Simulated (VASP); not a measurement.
# Sc (Fd-3m) in VASP: a series of runs, part 3 of 3

VASP 6.6.1. Earlier steps stand in the parts before.

## 5. Relaxation of cell and atoms, PBEsol, target pressure 30 GPa, at which the enthalpy is minimised

This run uses another cell than the first one, of 32.46 Å³/atom.

INCAR reads:

```
PREC = Accurate ; ENCUT = 600
EDIFF = 1E-7 ; ISMEAR = -1
SIGMA = 0.05 ; LREAL = F
LASPH = T ; NELM = 60
ALGO = Normal ; ISIF = 3
LWAVE = F ; LCHARG = F
GGA = PS ; IBRION = 2
NSW = 80 ; EDIFFG = -0.02
PSTRESS = 300.0
```

KPOINTS reads:

```
Automatic mesh
0
Gamma
  5 5 5
```

POSCAR reads:

```
Sc
1.0
    0.0000000000      3.1900000000      3.1900000000
    3.1900000000      0.0000000000      3.1900000000
    3.1900000000      3.1900000000      0.0000000000
Sc
2
Direct
    0.0000000000      0.0000000000      0.0000000000
    0.2500000000      0.2500000000      0.2500000000
```

Potentials or basis: VASP PAW PBE potentials, release 64 (Sc_sv).

Run with:

```
> cat potpaw_PBE.64/Sc_sv/POTCAR > POTCAR
> mpirun -np 1 vasp_std > vasp.out
```

OUTCAR:

```text
PREC = Accurate
   ENCUT = 600
   EDIFF = 1E-7
   ISMEAR = -1
   LREAL = F
   LASPH = T
   NELM = 60
   ISIF = 3
   GGA = PS
   IBRION = 2
   NSW = 80
   EDIFFG = -0.02
   PSTRESS = 300.0

 ion  position               nearest neighbor table
   1  0.000  0.000  0.000-   2 2.76   2 2.76   2 2.76   2 2.76
   2  0.250  0.250  0.250-   1 2.76   1 2.76   1 2.76   1 2.76

  LATTYP: Found a face centered cubic cell.
 ALAT       =     6.3800000000

  Lattice vectors:

 A1 = (   0.0000000000,   3.1900000000,   3.1900000000)
 A2 = (   3.1900000000,   0.0000000000,   3.1900000000)
 A3 = (   3.1900000000,   3.1900000000,   0.0000000000)

Analysis of symmetry for initial positions (statically):
=====================================================================
 Subroutine PRICEL returns:
 Original cell was already a primitive cell.

 Routine SETGRP: Setting up the symmetry group for a
 face centered cubic supercell.

 Subroutine GETGRP returns: Found 48 space group operations
 (whereof 24 operations were pure point group operations)
 out of a pool of 48 trial point group operations.

The static configuration has the point symmetry T_d .
 The point group associated with its full space group is O_h .

Analysis of symmetry for dynamics (positions and initial velocities):
=====================================================================
 Subroutine PRICEL returns:
 Original cell was already a primitive cell.

[... 135 lines left out ...]
 Free energy of the ion-electron system (eV)
  ---------------------------------------------------
  ext. energy  EPLUGINS =         0.00000000
  ---------------------------------------------------
  free energy    TOTEN  =        -9.16883489 eV

  energy without entropy =       -9.12194477  energy(sigma->0) =       -9.14538983

 E-fermi :   1.8823     XC(G=0):  -8.7266

 val. band max:        1.8638624821   @ k =  -0.4000   0.2000   0.0000
 cond. band min:       1.8970700673   @ k =   0.4000   0.2000   0.0000
 fundamental gap:      0.0332075852
 Fermi energy:         1.8822974897

 k-point     1 :       0.0000    0.0000    0.0000
  band No.  band energies     occupation
      1     -47.7518      2.00000
      2     -47.4829      2.00000
      3     -26.6279      2.00000
      4     -26.6279      2.00000
      5     -26.6279      2.00000
      6     -26.1647      2.00000
      7     -26.1647      2.00000
      8     -26.1647      2.00000
      9      -2.2318      2.00000
     10       1.9077      0.75131
     11       1.9077      0.75131
     12       2.1613      0.00751
     13       2.1613      0.00751
     14       2.1613      0.00751
[... 312 lines left out ...]
--------------------------------------- Ionic step        5  -------------------------------------------

 number of electron      22.0000000 magnetization

 Free energy of the ion-electron system (eV)
  ---------------------------------------------------
  ext. energy  EPLUGINS =         0.00000000
  ---------------------------------------------------
  free energy    TOTEN  =        -7.85874400 eV

  energy without entropy =       -7.85260495  energy(sigma->0) =       -7.85567447

 E-fermi :   6.8728     XC(G=0): -11.9592

 val. band max:        6.7492326897   @ k =  -0.4000   0.4000   0.2000
 cond. band min:       7.2001772522   @ k =   0.4000   0.4000   0.0000
 fundamental gap:      0.4509445626
 Fermi energy:         6.8727624968

 k-point     1 :       0.0000    0.0000    0.0000
  band No.  band energies     occupation
      1     -43.2747      2.00000
      2     -40.5112      2.00000
      3     -22.1456      2.00000
      4     -22.1456      2.00000
      5     -22.1456      2.00000
      6     -19.6656      2.00000
      7     -19.6656      2.00000
      8     -19.6656      2.00000
      9       1.7875      2.00000
     10       5.5040      2.00000
     11       5.5040      2.00000
     12       7.4579      0.00002
     13       7.4579      0.00002
     14       7.4579      0.00002
[... 194 lines left out ...]
  energy  without entropy=       -7.8526049529  energy(sigma->0) =       -7.85567447

  enthalpy is  TOTEN    =        -2.2077419127 eV   P V=        5.6510020841

 reached required accuracy - stopping structural energy minimisation
```

CONTCAR:

```text
Sc
   1.00000000000000
     0.0000000000000000    2.4711262446404638    2.4711262446404638
     2.4711262446404638    0.0000000000000000    2.4711262446404638
     2.4711262446404638    2.4711262446404638    0.0000000000000000
  Sc
     2
Direct
     0.0000000000000000    0.0000000000000000    0.0000000000000000
     0.2500000000000000    0.2500000000000000    0.2500000000000000

  0.00000000E+00  0.00000000E+00  0.00000000E+00
  0.00000000E+00  0.00000000E+00  0.00000000E+00
```

Wall time 1.7 min (1 thread of Intel Xeon 8259CL, shared host); peak memory 0.22 GiB.

Results:

```yaml
Free_energy: -7.8587 eV
Relaxed_volume: 15.09 Å³/atom
Relaxed_cell: a = 3.495 Å, b = 3.495 Å, c = 3.495 Å, α = 60.00°, β = 60.00°, γ = 60.00°
Space_group_after_relaxing_to_0.1_Å: Fd-3m (No. 227)
Energy_change_on_relaxing_the_run_minimises_the_enthalpy: +655.0 meV/atom
Ionic_steps: 5
Pressure_after_relaxing: 30.2 GPa
Band_gap_on_the_k_mesh: zero (bands 11 and 12 overlap by 0.53 eV)
```

Step by step:
```tsv
step	energy change (eV)	largest force (eV/Å)	pressure (GPa)	volume (Å³)
1	0.0000	0.0000	-0.96	64.92
2	4.8922	0.0000	136.85	22.02
3	0.9479	0.0000	18.77	32.59
4	1.1666	0.0000	25.75	31.00
5	1.3101	0.0000	30.20	30.18
```

Final structure:
```
CELL_PARAMETERS angstrom
0.00000 2.47113 2.47113
2.47113 0.00000 2.47113
2.47113 2.47113 0.00000
ATOMIC_POSITIONS crystal
Sc 0.00000 0.00000 0.00000
Sc 0.25000 0.25000 0.25000
```

Levels at points of the mesh, in eV from the Fermi level:
| k point | band 7 | band 8 | band 9 | band 10 | band 11 | band 12 | band 13 | band 14 | band 15 |
| --- | --- | --- | --- | --- | --- | --- | --- | --- | --- |
| (0.00, 0.00, 0.00) | -26.54 | -26.54 | -5.09 | -1.37 | -1.37 | 0.59 | 0.59 | 0.59 | 3.64 |

Caveat: the cell is relaxed towards a set pressure, so the run minimises the enthalpy, not the energy; the volume moved by over 15 % at a fixed basis, so the end points are rough; the PAW data sets were made with another functional, which shifts forces and pressure a little.

## 6. Relaxation of cell and atoms, PBEsol, target pressure 45 GPa, at which the enthalpy is minimised

This run uses another cell than the first one, of 32.46 Å³/atom.

INCAR reads:

```
SYSTEM = Sc
PREC     = Accurate       ! precision mode
ENCUT    = 600            ! plane-wave cutoff, eV
EDIFF    = 1E-6           ! SCF threshold, eV
ISMEAR   = -1             ! smearing method
SIGMA    = 0.05           ! smearing width, eV
LREAL    = .False.        ! projectors in reciprocal space
LASPH    = .True.         ! aspherical terms in the spheres
NELM     = 100            ! most SCF steps
ALGO     = Normal         ! electronic algorithm
ISIF     = 3              ! what is computed and relaxed
LWAVE    = .False.        ! write WAVECAR
LCHARG   = .False.        ! write CHGCAR
GGA      = PS             ! functional
IBRION   = 2              ! ionic algorithm
NSW      = 80             ! ionic steps
EDIFFG   = -0.02          ! ionic threshold
PSTRESS  = 450.0
```

KPOINTS reads:

```
Automatic mesh
0
Gamma
  5 5 5
  0 0 0
```

POSCAR is that of step 5.

Potentials or basis: VASP PAW PBE potentials, release 64 (Sc_sv).

Run with:

```
> cat potpaw_PBE.64/Sc_sv/POTCAR > POTCAR
> mpirun -np 1 vasp_std > vasp.out
```

OUTCAR:

```text
SYSTEM = Sc
   PREC = Accurate
   ENCUT = 600
   EDIFF = 1E-6
   ISMEAR = -1
   LREAL = .False.
   LASPH = .True.
   NELM = 100
   ISIF = 3
   GGA = PS
   IBRION = 2
   NSW = 80
   EDIFFG = -0.02
   PSTRESS = 450.0

 ion  position               nearest neighbor table
   1  0.000  0.000  0.000-   2 2.76   2 2.76   2 2.76   2 2.76
   2  0.250  0.250  0.250-   1 2.76   1 2.76   1 2.76   1 2.76

  LATTYP: Found a face centered cubic cell.
 ALAT       =     6.3800000000

  Lattice vectors:

 A1 = (   0.0000000000,   3.1900000000,   3.1900000000)
 A2 = (   3.1900000000,   0.0000000000,   3.1900000000)
 A3 = (   3.1900000000,   3.1900000000,   0.0000000000)

Analysis of symmetry for initial positions (statically):
=====================================================================
 Subroutine PRICEL returns:
 Original cell was already a primitive cell.

 Routine SETGRP: Setting up the symmetry group for a
 face centered cubic supercell.

 Subroutine GETGRP returns: Found 48 space group operations
 (whereof 24 operations were pure point group operations)
 out of a pool of 48 trial point group operations.

The static configuration has the point symmetry T_d .
 The point group associated with its full space group is O_h .

[... 124 lines left out ...]
   LHFCALC =     F    Hartree Fock is set to
   AEXX    =    0.0000 exact exchange contribution
   IVDW    =     0    specifies the selected vdW correction
   LEPSILON=     F    determine dielectric tensor
   LRPA    =     F    only Hartree local field effects (RPA)
 conjugate gradient relaxation of ions
 non-spin polarized calculation
  energy-cutoff  :      600.00
  volume of cell :       64.92
 maximum number of plane-waves:      2184
   NGX = 17   NGY = 17   NGZ = 17

--------------------------------------- Ionic step        1  -------------------------------------------

 number of electron      22.0000004 magnetization

 Free energy of the ion-electron system (eV)
  ---------------------------------------------------
  ext. energy  EPLUGINS =         0.00000000
  ---------------------------------------------------
  free energy    TOTEN  =        -9.16883491 eV

  energy without entropy =       -9.12194477  energy(sigma->0) =       -9.14538984

------------------------ aborting loop because EDIFF is reached ----------------------------------------

  FORCE on cell =-STRESS in cart. coord.  units (eV):
  Direction    XX          YY          ZZ          XY          YZ          ZX
  --------------------------------------------------------------------------------------
  -------------------------------------------------------------------------------------
  Total       -0.3866937     -0.3866937     -0.3866937      0.0000000      0.0000000      0.0000000
  in kB       -9.5427947     -9.5427947     -9.5427947      0.0000000      0.0000000      0.0000000
  external PRESSURE =    -459.5427947 kB  Pullay stress =     450.0000000 kB
[... 627 lines left out ...]
--------------------------------------- Ionic step        8  -------------------------------------------

 number of electron      22.0000001 magnetization

 Free energy of the ion-electron system (eV)
  ---------------------------------------------------
  ext. energy  EPLUGINS =         0.00000000
  ---------------------------------------------------
  free energy    TOTEN  =        -7.35477180 eV

  energy without entropy =       -7.34980031  energy(sigma->0) =       -7.35228605

 E-fermi :   7.4861     XC(G=0): -12.3344

 val. band max:        7.4232792301   @ k =   0.4000   0.0000   0.0000
 cond. band min:       7.7694510732   @ k =   0.4000   0.4000   0.0000
 fundamental gap:      0.3461718431
 Fermi energy:         7.4861345218
[... 211 lines left out ...]
  energy  without entropy=       -7.3498003092  energy(sigma->0) =       -7.35228605

  enthalpy is  TOTEN    =         0.5124804272 eV   P V=        7.8672522256

 reached required accuracy - stopping structural energy minimisation
```

CONTCAR:

```text
Sc
   1.00000000000000
     0.0000000000000000    2.4104440147988351    2.4104440147988351
     2.4104440147988351    0.0000000000000000    2.4104440147988351
     2.4104440147988351    2.4104440147988351    0.0000000000000000
  Sc
     2
Direct
     0.0000000000000000    0.0000000000000000    0.0000000000000000
     0.2500000000000000    0.2500000000000000    0.2500000000000000

  0.00000000E+00  0.00000000E+00  0.00000000E+00
  0.00000000E+00  0.00000000E+00  0.00000000E+00
```

Run time: 2.2 min. Hardware: 1 thread of Intel Xeon 8259CL, shared host; peak memory 0.24 GiB.

What came out:

```
Free energy                                                : -7.3548 eV
Relaxed volume                                             : 14.01 Å³/atom
Relaxed cell                                               : a = 3.409 Å, b = 3.409 Å, c = 3.409 Å, α = 60.00°, β = 60.00°, γ = 60.00°
Space group after relaxing (to 0.1 Å)                      : Fd-3m (No. 227)
Energy change on relaxing (the run minimises the enthalpy) : +907.0 meV/atom
Ionic steps                                                : 8
Pressure after relaxing                                    : 45.1 GPa
Band gap on the k mesh                                     : zero (bands 11 and 12 overlap by 0.35 eV)
```

Step by step:
```tsv
step	energy change (eV)	largest force (eV/Å)	pressure (GPa)	volume (Å³)
1	0.0000	0.0000	-0.95	64.92
2	43.8145	0.0000	1665.51	10.85
3	0.0273	0.0000	1.97	53.04
4	0.1907	0.0000	4.48	45.88
5	3.6272	0.0000	98.37	23.76
6	1.0786	0.0000	22.96	31.58
7	1.6463	0.0000	40.17	28.64
8	1.8141	0.0000	45.12	28.01
```

Final structure:
```xyz
2
Lattice="0.0000 2.4104 2.4104 2.4104 0.0000 2.4104 2.4104 2.4104 0.0000" Properties=species:S:1:pos:R:3 pbc="T T T"
Sc    0.0000    0.0000    0.0000
Sc    1.2052    1.2052    1.2052
```

Caveat: the cell is relaxed towards a set pressure, so the run minimises the enthalpy, not the energy; the volume moved by over 15 % at a fixed basis, so the end points are rough; atoms lie so close that the PAW spheres overlap strongly, which falsifies energies and pressures; the PAW data sets were made with another functional, which shifts forces and pressure a little.

## 7. Overview

| task | cell | cutoff (eV) | gap on the mesh (eV) | pressure (GPa) |
| --- | --- | --- | --- | --- |
| single point | a = 4.408 Å, angles 60.0°, 2 atoms | 520 | none | 0.0 |
| relaxation of cell and atoms | relaxed from a = 4.511 Å, angles 60.0°, 2 atoms | 600 | none | -0.1 |
| relaxation of cell and atoms | relaxed to 15 GPa from a = 4.511 Å, angles 60.0°, 2 atoms | 600 | none | 14.9 |
| relaxation of cell and atoms | relaxed to 30 GPa from a = 4.511 Å, angles 60.0°, 2 atoms | 600 | none | 30.2 |
| relaxation of cell and atoms | relaxed to 45 GPa from a = 4.511 Å, angles 60.0°, 2 atoms | 600 | none | 45.1 |

Alike in all rows: level PBEsol; potentials or basis VASP PAW PBE potentials, release 64 (Sc_sv); no spin polarisation; k mesh 5 × 5 × 5; smearing fermi-dirac 0.05 eV.

Caveats: the PAW data sets were made with another functional, which shifts forces and pressure a little; the cell is relaxed towards a set pressure, so the run minimises the enthalpy, not the energy (at least some runs); the volume moved by over 15 % at a fixed basis, so the end points are rough (at least some runs); atoms lie so close that the PAW spheres overlap strongly, which falsifies energies and pressures (at least some runs).

Total energies depend on the potentials used, so only differences within one code and one set of settings carry meaning.
